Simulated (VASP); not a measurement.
# Ni (Fm-3m) in VASP: notebook

Ni is run at these levels: r2SCAN; tasks: single point.

All numbers are computed with VASP 6.6.1; they aren't measurements. Logs are shortened: lines on timing, memory, paths and dates and some standing lists are left out, and cuts for length are marked.

### Step 1. The cell of the first run

The structure is cubic, space group Fm-3m (No. 225). Conventional cell: a = 3.551 Å, b = 3.551 Å, c = 3.551 Å, α = 90.00°, β = 90.00°, γ = 90.00°. Ni (site symmetry m-3m) has 12 Ni at 2.51 Å within 3.3 Å.

### Step 2. Single point, r2SCAN

POSCAR

```
Ni
1.0
    0.0000000000      1.7756500000      1.7756500000
    1.7756500000      0.0000000000      1.7756500000
    1.7756500000      1.7756500000      0.0000000000
Ni
1
Direct
    0.0000000000      0.0000000000      0.0000000000
```

INCAR.step1

```
SYSTEM = Ni
PREC     = Accurate       ! precision mode
ENCUT    = 520            ! plane-wave cutoff, eV
ISMEAR   = -1             ! smearing method
SIGMA    = 0.1            ! smearing width, eV
LREAL    = .False.        ! projectors in reciprocal space
LASPH    = .True.         ! aspherical terms in the spheres
NELM     = 80             ! most SCF steps
NBANDS   = 11             ! bands
GGA      = PE             ! functional
ALGO     = Normal         ! electronic algorithm
EDIFF    = 1E-4           ! SCF threshold, eV
LWAVE    = .True.         ! write WAVECAR
LCHARG   = .False.        ! write CHGCAR
```

INCAR.step2

```
SYSTEM = Ni
PREC     = Accurate       ! precision mode
ENCUT    = 520            ! plane-wave cutoff, eV
EDIFF    = 1E-6           ! SCF threshold, eV
ISMEAR   = -1             ! smearing method
SIGMA    = 0.1            ! smearing width, eV
LREAL    = .False.        ! projectors in reciprocal space
LASPH    = .True.         ! aspherical terms in the spheres
NELM     = 80             ! most SCF steps
ALGO     = Normal         ! electronic algorithm
ISIF     = 2              ! what is computed and relaxed
LWAVE    = .False.        ! write WAVECAR
LCHARG   = .False.        ! write CHGCAR
METAGGA  = R2SCAN         ! meta-GGA
LMIXTAU  = .True.       
NBANDS   = 11             ! bands
ISTART   = 1
```

KPOINTS

```
regular mesh
0
Gamma
  13 13 13
  0 0 0
```

Potentials or basis: VASP PAW PBE potentials, release 64 (Ni).

Command:

```bash
$ cat potpaw_PBE.64/Ni/POTCAR > POTCAR
$ cp INCAR.step1 INCAR
$ mpirun -np 1 vasp_std > vasp.out
$ cp INCAR.step2 INCAR
$ mpirun -np 1 vasp_std > vasp.out
```

OUTCAR:

```text
SYSTEM = Ni
   PREC = Accurate
   ENCUT = 520
   EDIFF = 1E-6
   ISMEAR = -1
   LREAL = .False.
   LASPH = .True.
   NELM = 80
   ISIF = 2
   METAGGA = R2SCAN
   ISTART = 1

 ion  position               nearest neighbor table
   1  0.000  0.000  0.000-

  LATTYP: Found a face centered cubic cell.
 ALAT       =     3.5513000000

  Lattice vectors:

 A1 = (   0.0000000000,   1.7756500000,   1.7756500000)
 A2 = (   1.7756500000,   0.0000000000,   1.7756500000)
 A3 = (   1.7756500000,   1.7756500000,   0.0000000000)

Analysis of symmetry for initial positions (statically):
=====================================================================
 Subroutine PRICEL returns:
 Original cell was already a primitive cell.

 Routine SETGRP: Setting up the symmetry group for a
 face centered cubic supercell.

 Subroutine GETGRP returns: Found 48 space group operations
 (whereof 48 operations were pure point group operations)
 out of a pool of 48 trial point group operations.

The static configuration has the point symmetry O_h .

Analysis of symmetry for dynamics (positions and initial velocities):
=====================================================================
 Subroutine PRICEL returns:
 Original cell was already a primitive cell.

 Routine SETGRP: Setting up the symmetry group for a
 face centered cubic supercell.

 Subroutine GETGRP returns: Found 48 space group operations
 (whereof 48 operations were pure point group operations)
 out of a pool of 48 trial point group operations.

The dynamic configuration has the point symmetry O_h .

 Subroutine INISYM returns: Found 48 space group operations
 (whereof 48 operations are pure point group operations),
 and found     1 'primitive' translations

----------------------------------------------------------------------------------------

                                     Primitive cell

  volume of cell :      11.1970

  direct lattice vectors                    reciprocal lattice vectors
     0.000000000  1.775650000  1.775650000    -0.281587024  0.281587024  0.281587024
     1.775650000  0.000000000  1.775650000     0.281587024 -0.281587024  0.281587024
     1.775650000  1.775650000  0.000000000     0.281587024  0.281587024 -0.281587024

  length of vectors
     2.511148312  2.511148312  2.511148312     0.487723033  0.487723033  0.487723033

  position of ions in fractional coordinates (direct lattice)
     0.000000000  0.000000000  0.000000000

  ion indices of the primitive-cell ions
   primitive index   ion index
                 1           1

----------------------------------------------------------------------------------------

 KPOINTS: regular mesh

Automatic generation of k-mesh.
 Grid dimensions read from file:
 generate k-points for:   13   13   13

 Generating k-lattice:

  Cartesian coordinates                     Fractional coordinates (reciprocal lattice)
    -0.021660540  0.021660540  0.021660540     0.076923077  0.000000000  0.000000000
     0.021660540 -0.021660540  0.021660540     0.000000000  0.076923077  0.000000000
     0.021660540  0.021660540 -0.021660540     0.000000000  0.000000000  0.076923077

  Length of vectors
     0.037517156  0.037517156  0.037517156

  Shift w.r.t. Gamma in fractional coordinates (k-lattice)
     0.000000000  0.000000000  0.000000000

 Subroutine IBZKPT returns following result:
 ===========================================

 Found     84 irreducible k-points:

 Following reciprocal coordinates:
            Coordinates               Weight
  0.000000  0.000000  0.000000      1.000000
  0.076923  0.000000  0.000000      8.000000
  0.153846  0.000000  0.000000      8.000000
  0.230769  0.000000  0.000000      8.000000
  0.307692  0.000000  0.000000      8.000000
  0.384615  0.000000  0.000000      8.000000
[... 16 lines left out ...]
  0.384615  0.153846  0.000000     24.000000
  0.461538  0.153846  0.000000     24.000000
 [... further k-points ...]
   k-points           NKPTS =     84   k-points in BZ     NKDIM =     84   number of bands    NBANDS=     11
   number of dos      NEDOS =    301   number of ions     NIONS =      1
   total plane-waves  NPLWV =   8000
   dimension x,y,z NGX =    20 NGY =   20 NGZ =   20
   dimension x,y,z NGXF=    40 NGYF=   40 NGZF=   40
   ions per type =               1
   NGX,Y,Z   is equivalent  to a cutoff of  13.24, 13.24, 13.24 a.u.
   NGXF,Y,Z  is equivalent  to a cutoff of  26.48, 26.48, 26.48 a.u.
 SYSTEM =  Ni
   PREC   = accura    normal or accurate (medium, high low for compatibility)
   ISTART =      1    job   : 0-new  1-cont  2-samecut
   ICHARG =      0    charge: 1-file 2-atom 10-const
   ISPIN  =      1    spin polarized calculation?
   LNONCOLLINEAR =      F non collinear calculations
   LSORBIT =      F    spin-orbit coupling
   LASPH  =      T    aspherical Exc in radial PAW
   ENCUT  =  520.0 eV  38.22 Ry    6.18 a.u.   4.67  4.67  4.67*2*pi/ulx,y,z
   NELM   =     80;   NELMIN=  2; NELMDL=  0     # of ELM steps
   EDIFF  = 0.1E-05   stopping-criterion for ELM
   LREAL  =      F    real-space projection
   EDIFFG = 0.1E-04   stopping-criterion for IOM
   NSW    =      0    number of steps for IOM
   IBRION =     -1    ionic relax: 0-MD 1-quasi-New 2-CG
   NFREE  =      0    steps in history (QN), initial steepest desc. (CG)
   ISIF   =      2    stress and relaxation
   ISYM   =      2    0-nonsym 1-usesym 2-fastsym
   POTIM  = 0.5000    time-step for ionic-motion
   TEBEG  =    0.0;   TEEND  =   0.0 temperature during run
   PSTRESS=    0.0 pullay stress
   NELECT =      10.0000    total number of electrons
   NUPDOWN=      -1.0000    fix difference up-down
   EMIN   =  10.00;   EMAX   =-10.00  energy-range for DOS
   EFERMI =   0.00;   METHOD = LEGACY
   ISMEAR =    -1;   SIGMA  =   0.10  broadening in eV -4-tet -1-fermi 0-gaus
   EFERMI_NEDOS =   21; number of points for ismear=-14 and -15
   IALGO  =     38    algorithm
   IMIX   =      4    mixing-type and parameters
     AMIX     =   0.40;   BMIX     =  1.00
     AMIX_MAG =   1.60;   BMIX_MAG =  1.00
  volume/ion in A,a.u.               =      11.20        75.56
  Fermi-wavevector in a.u.,A,eV,Ry     =   1.576549  2.979246 33.817371  2.485507
  Thomas-Fermi vector in A             =   2.677365
   LORBIT       =      0    0 simple, 1 ext, 2 COOP (PROOUT), +10 PAW based schemes
   METAGGA = R2SCAN    functional components
   LHFCALC =     F    Hartree Fock is set to
   AEXX    =    0.0000 exact exchange contribution
   IVDW    =     0    specifies the selected vdW correction
   LEPSILON=     F    determine dielectric tensor
   LRPA    =     F    only Hartree local field effects (RPA)
 non-spin polarized calculation
  energy-cutoff  :      520.00
  volume of cell :       11.20
 maximum number of plane-waves:       310
   NGX =  9   NGY =  9   NGZ =  9

 number of electron      10.0000007 magnetization

 Free energy of the ion-electron system (eV)
  ---------------------------------------------------
  ext. energy  EPLUGINS =         0.00000000
  ---------------------------------------------------
  free energy    TOTEN  =       -11.83779050 eV

  energy without entropy =      -11.74946501  energy(sigma->0) =      -11.79362776

 E-fermi :   8.5906     XC(G=0): -14.1570

 val. band max:        8.5834270193   @ k =  -0.4615   0.3077   0.0000
 cond. band min:       8.5927058591   @ k =  -0.3846   0.3846   0.0769
 fundamental gap:      0.0092788398
 Fermi energy:         8.5906117268

 k-point     1 :       0.0000    0.0000    0.0000
  band No.  band energies     occupation
      1      -0.3772      2.00000
      2       6.7751      2.00000
      3       6.7751      2.00000
      4       6.7751      2.00000
      5       7.7705      1.99945
      6       7.7705      1.99945
      7      33.0704      0.00000
      8      37.1690      0.00000
      9      37.1690      0.00000
     10      37.1690      0.00000
     11      39.8333      0.00000

 k-point     2 :       0.0769    0.0000    0.0000
  band No.  band energies     occupation
      1      -0.1420      2.00000
      2       6.7127      2.00000
      3       6.8256      2.00000
      4       6.8256      2.00000
      5       7.7500      1.99955
      6       7.7500      1.99955
      7      32.1210      0.00000
      8      34.8798      0.00000
      9      36.5787      0.00000
     10      36.5787      0.00000
     11      40.6938      0.00000

 k-point     3 :       0.1538    0.0000    0.0000
  band No.  band energies     occupation
      1       0.5447      2.00000
      2       6.5580      2.00000
      3       6.9315      2.00000
      4       6.9315      2.00000
      5       7.7322      1.99963
      6       7.7323      1.99963
      7      28.5663      0.00000
      8      33.9678      0.00000
      9      35.6813      0.00000
     10      35.6813      0.00000
     11      41.2791      0.00000

 k-point     4 :       0.2308    0.0000    0.0000
  band No.  band energies     occupation
      1       1.6107      2.00000
      2       6.4112      2.00000
      3       6.9643      2.00000
      4       6.9643      2.00000
      5       7.8371      1.99893
      6       7.8372      1.99893
      7      24.5370      0.00000
      8      33.3755      0.00000
      9      34.9664      0.00000
     10      34.9664      0.00000
     11      40.9757      0.00000
[... 239 lines left out ...]
 k-point    22 :       0.3077    0.1538    0.0000
  band No.  band energies     occupation
      1       2.7098      2.00000
      2       6.0086      2.00000
      3       6.8528      2.00000
      4       7.2699      2.00000
      5       7.9697      1.99599
      6       8.2073      1.95764
      7      23.8280      0.00000
      8      29.9166      0.00000
      9      30.5172      0.00000
     10      33.1358      0.00000
     11      39.1185      0.00000

 k-point    23 :       0.3846    0.1538    0.0000
  band No.  band energies     occupation
      1       3.8218      2.00000
      2       6.0188      2.00000
      3       6.6568      2.00000
      4       7.1864      2.00000
      5       8.4290      1.66841
      6       8.7038      0.48755
      7      20.1345      0.00000
      8      29.2876      0.00000
      9      29.5929      0.00000
     10      32.3326      0.00000
     11      41.9405      0.00000

 k-point    24 :       0.4615    0.1538    0.0000
  band No.  band energies     occupation
      1       4.4985      2.00000
      2       6.1763      2.00000
      3       6.7068      2.00000
      4       7.0819      2.00000
      5       8.5554      1.17410
      6       9.8319      0.00001
      7      16.9352      0.00000
      8      28.0048      0.00000
      9      29.7970      0.00000
     10      31.9378      0.00000
     11      42.1135      0.00000

 [... further k-points ...]
[... 5 lines left out ...]
  --------------------------------------------------------------------------------------
  -------------------------------------------------------------------------------------
  Total       -0.9197637     -0.9197637     -0.9197637      0.0000000      0.0000000      0.0000000
  in kB     -131.6087425   -131.6087425   -131.6087425      0.0000000      0.0000000      0.0000000
  external PRESSURE =    -131.6087425 kB  Pullay stress =       0.0000000 kB

 VOLUME and BASIS-vectors are now :
 -----------------------------------------------------------------------------
  energy-cutoff  :      520.00
  volume of cell :       11.20
      direct lattice vectors                 reciprocal lattice vectors
     0.000000000  1.775650000  1.775650000    -0.281587024  0.281587024  0.281587024
     1.775650000  0.000000000  1.775650000     0.281587024 -0.281587024  0.281587024
     1.775650000  1.775650000  0.000000000     0.281587024  0.281587024 -0.281587024

 POSITION                                       TOTAL-FORCE (eV/Angst)
 -----------------------------------------------------------------------------------
      0.00000      0.00000      0.00000        -0.000000     -0.000000     -0.000000
 -----------------------------------------------------------------------------------
    total drift:                                0.000000     -0.000000      0.000000

  FREE ENERGIE OF THE ION-ELECTRON SYSTEM (eV)
  ---------------------------------------------------
  free  energy   TOTEN  =       -11.8377905039 eV

  energy  without entropy=      -11.7494650063  energy(sigma->0) =      -11.79362776
```

Run time: 20 s. Hardware: 1 thread of Intel Xeon 6975P-C (Granite Rapids), shared host; peak memory 0.13 GiB.

What came out:

* Free energy: -11.8378 eV
* Pressure: -13.2 GPa
* Band gap on the k mesh: zero (band 5 reaches 8.72 eV, above the bottom of band 6 at 7.73 eV)

Levels at points of the mesh, in eV from the Fermi level:
```csv
k point,band 1,band 2,band 3,band 4,band 5,band 6,band 7,band 8,band 9,band 10
"(0.00, 0.00, 0.00)",-8.97,-1.82,-1.82,-1.82,-0.82,-0.82,24.48,28.58,28.58,28.58
```

Caveat: the PAW data sets were made with another functional, which shifts forces and pressure a little; the run has no spin polarisation, though such a crystal can be magnetic.

### Step 3. Single point, r2SCAN

POSCAR is that of step 2.

INCAR.step1

```
PREC = Accurate
ENCUT = 520
ISMEAR = -1
SIGMA = 0.1
LREAL = F
LASPH = T
NELM = 80
NBANDS = 11
GGA = PE
ALGO = Normal
EDIFF = 1E-4
LWAVE = T
LCHARG = F
```

INCAR.step2

```
PREC = Accurate
ENCUT = 520
EDIFF = 1E-6
ISMEAR = -1
SIGMA = 0.1
LREAL = F
LASPH = T
NELM = 80
ALGO = Normal
ISIF = 2
LWAVE = F
LCHARG = F
METAGGA = R2SCAN
LMIXTAU = T
NBANDS = 11
ISTART = 1
```

KPOINTS

```
regular mesh
0
Gamma
  13 13 13
```

Potentials or basis: VASP PAW PBE potentials, release 64 (Ni).

Command:

```bash
$ cat potpaw_PBE.64/Ni/POTCAR > POTCAR
$ cp INCAR.step1 INCAR
$ mpirun -np 1 vasp_std > vasp.out
$ cp INCAR.step2 INCAR
$ mpirun -np 1 vasp_std > vasp.out
```

Run time: 20 s. Hardware: 1 thread of Intel Xeon 6975P-C (Granite Rapids), shared host; peak memory 0.13 GiB.

Results (log left out):

- Free energy: -11.8378 eV
- Pressure: -13.2 GPa
- Band gap on the k mesh: zero (band 5 reaches 8.72 eV, above the bottom of band 6 at 7.73 eV)

Levels at points of the mesh, in eV from the Fermi level:
```
           k point  band 1  band 2  band 3  band 4  band 5  band 6  band 7  band 8  band 9  band 10
(0.00, 0.00, 0.00)   -8.97   -1.82   -1.82   -1.82   -0.82   -0.82   24.48   28.58   28.58    28.58
```

Caveat: the PAW data sets were made with another functional, which shifts forces and pressure a little; the run has no spin polarisation, though such a crystal can be magnetic. Spin polarisation is off, so any magnetic state and its effect on volume and gap are missing.

### Step 4. Single point, r2SCAN

POSCAR is that of step 3.

INCAR.step1

```
PREC     = Accurate       # precision mode
ENCUT    = 660            # plane-wave cutoff, eV
ISMEAR   = -1             # smearing method
SIGMA    = 0.1            # smearing width, eV
LREAL    = F              # projectors in reciprocal space
LASPH    = T              # aspherical terms in the spheres
NELM     = 120            # most SCF steps
NBANDS   = 11             # bands
GGA      = PE             # functional
ALGO     = Normal         # electronic algorithm
EDIFF    = 1E-5           # SCF threshold, eV
LWAVE    = T              # write WAVECAR
LCHARG   = F              # write CHGCAR
GGA_COMPAT= F
```

INCAR.step2

```
PREC     = Accurate       # precision mode
ENCUT    = 660            # plane-wave cutoff, eV
EDIFF    = 1E-6           # SCF threshold, eV
ISMEAR   = -1             # smearing method
SIGMA    = 0.1            # smearing width, eV
LREAL    = F              # projectors in reciprocal space
LASPH    = T              # aspherical terms in the spheres
NELM     = 120            # most SCF steps
ALGO     = Normal         # electronic algorithm
ISIF     = 2              # what is computed and relaxed
LWAVE    = F              # write WAVECAR
LCHARG   = F              # write CHGCAR
METAGGA  = R2SCAN         # meta-GGA
LMIXTAU  = T            
NBANDS   = 11             # bands
ISTART   = 1            
GGA_COMPAT= F
```

KPOINTS

```
regular mesh
0
Gamma
  7 7 7
```

Potentials or basis: VASP PAW PBE potentials, release 64 (Ni).

Command:

```bash
$ cat potpaw_PBE.64/Ni/POTCAR > POTCAR
$ cp INCAR.step1 INCAR
$ mpirun -np 1 vasp_std > vasp.out
$ cp INCAR.step2 INCAR
$ mpirun -np 1 vasp_std > vasp.out
```

OUTCAR:

```text
PREC = Accurate
   ENCUT = 660
   EDIFF = 1E-6
   ISMEAR = -1
   LREAL = F
   LASPH = T
   NELM = 120
   ISIF = 2
   METAGGA = R2SCAN
   ISTART = 1

 ion  position               nearest neighbor table
   1  0.000  0.000  0.000-

  LATTYP: Found a face centered cubic cell.
 ALAT       =     3.5513000000

  Lattice vectors:

 A1 = (   0.0000000000,   1.7756500000,   1.7756500000)
[... 452 lines left out ...]
      8      19.3689      0.00000
      9      22.8374      0.00000
     10      35.9801      0.00000
     11      42.4633      0.00000

------------------------ aborting loop because EDIFF is reached ----------------------------------------

  FORCE on cell =-STRESS in cart. coord.  units (eV):
  Direction    XX          YY          ZZ          XY          YZ          ZX
  --------------------------------------------------------------------------------------
  -------------------------------------------------------------------------------------
  Total       -0.9588310     -0.9588310     -0.9588310     -0.0000000      0.0000000      0.0000000
  in kB     -137.1988720   -137.1988720   -137.1988720     -0.0000000      0.0000000      0.0000000
  external PRESSURE =    -137.1988720 kB  Pullay stress =       0.0000000 kB

 VOLUME and BASIS-vectors are now :
 -----------------------------------------------------------------------------
  energy-cutoff  :      660.00
  volume of cell :       11.20
      direct lattice vectors                 reciprocal lattice vectors
     0.000000000  1.775650000  1.775650000    -0.281587024  0.281587024  0.281587024
     1.775650000  0.000000000  1.775650000     0.281587024 -0.281587024  0.281587024
     1.775650000  1.775650000  0.000000000     0.281587024  0.281587024 -0.281587024

 POSITION                                       TOTAL-FORCE (eV/Angst)
 -----------------------------------------------------------------------------------
      0.00000      0.00000      0.00000         0.000000     -0.000000     -0.000000
 -----------------------------------------------------------------------------------
    total drift:                               -0.000000     -0.000000     -0.000000

  FREE ENERGIE OF THE ION-ELECTRON SYSTEM (eV)
  ---------------------------------------------------
  free  energy   TOTEN  =       -11.8490035647 eV

  energy  without entropy=      -11.7680475335  energy(sigma->0) =      -11.80852555
```

It took 19 s on 1 thread of AMD EPYC 7R43 (Zen 3), shared host; peak memory 0.11 GiB.

What came out:

```
Free energy            : -11.8490 eV
Pressure               : -13.7 GPa
Band gap on the k mesh : zero (band 5 reaches 8.67 eV, above the bottom of band 6 at 7.74 eV)
```

Levels at points of the mesh, in eV from the Fermi level:
| k point | band 2 | band 3 | band 4 | band 5 | band 6 | band 7 | band 8 | band 9 |
| --- | --- | --- | --- | --- | --- | --- | --- | --- |
| (0.00, 0.00, 0.00) | -1.83 | -1.83 | -1.83 | -0.84 | -0.84 | 24.45 | 28.55 | 28.55 |

Caveat: the k points lie up to 0.44 Å⁻¹ apart; the PAW data sets were made with another functional, which shifts forces and pressure a little; the run has no spin polarisation, though such a crystal can be magnetic. Spin polarisation is off, so any magnetic state and its effect on volume and gap are missing.
